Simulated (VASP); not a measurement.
A run of VASP 6.6.1 is set up as follows.

File INCAR:

```
PREC = Accurate ; ENCUT = 600
EDIFF = 1E-7 ; ISMEAR = 0
SIGMA = 0.1 ; LREAL = F
LASPH = T ; NELM = 100
ALGO = Normal ; ISIF = 3
LWAVE = F ; LCHARG = F
GGA = PE ; IBRION = 2
NSW = 100 ; EDIFFG = -0.01
```

File KPOINTS:

```
Automatic mesh
0
Gamma
  10 10 10
```

The input POSCAR:

```
Sb3Pb
1.0
   -3.1412356782      3.1412356782      3.1412356782
    3.1412356782     -3.1412356782      3.1412356782
    3.1412356782      3.1412356782     -3.1412356782
Sb Pb
3 1
Direct
    0.0000000000      0.5000000000      0.5000000000
    0.5000000000      0.0000000000      0.5000000000
    0.5000000000      0.5000000000      0.0000000000
    0.0000000000      0.0000000000      0.0000000000
```

Potentials or basis: VASP PAW PBE potentials, release 64 (Sb, Pb_d).

Launch:

```sh
$ cat potpaw_PBE.64/Sb/POTCAR potpaw_PBE.64/Pb_d/POTCAR > POTCAR
$ mpirun -np 1 vasp_std > vasp.out
```

Q: Estimate the relaxed cell.

A: a = 5.454 Å, b = 5.454 Å, c = 5.454 Å, α = 109.47°, β = 109.47°, γ = 109.47°.

Q: Estimate the relaxed volume.

A: 31.22 Å³/atom.

Q: What does it give for the space group after relaxing (to 0.05 Å)?

A: Im-3m (No. 229).

Step by step:
| step | energy change (eV) | largest force (eV/Å) | pressure (GPa) | volume (Å³) |
| --- | --- | --- | --- | --- |
| 1 | 0.0000 | 0.0000 | 0.36 | 123.98 |
| 2 | -0.0008 | 0.0000 | -0.14 | 125.23 |
| 3 | -0.0010 | 0.0000 | 0.00 | 124.87 |
